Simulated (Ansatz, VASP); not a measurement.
## Lu: VASP beside Ansatz

```
CELL_PARAMETERS angstrom
3.12713 0.00000 0.00000
0.00000 3.12713 0.00000
0.00000 0.00000 3.12713
ATOMIC_POSITIONS crystal
Lu 0.00000 0.00000 0.00000
```

Alike in both runs: task single point; functional PBEsol; k mesh 11 × 11 × 11; occupations fermi-dirac, width 0.1 eV; no spin polarisation.

|  | VASP | Ansatz |
| --- | --- | --- |
| version | VASP 6.6.1 | Ansatz 0.2.0 |
| potentials or method | VASP PAW PBE potentials, release 64 (Lu), cutoff 520 eV | plane waves (420 eV) with PAW, scalar-relativistic |
| valence electrons in the cell | 25 | 25 |

```csv
,VASP,Ansatz,Ansatz less VASP
pressure (GPa),0.2,0.1,-0.09
```

VASP's potentials were made for PBE, not for PBEsol, and Ansatz warns of the same on its side.

Spin-orbit coupling is off throughout.
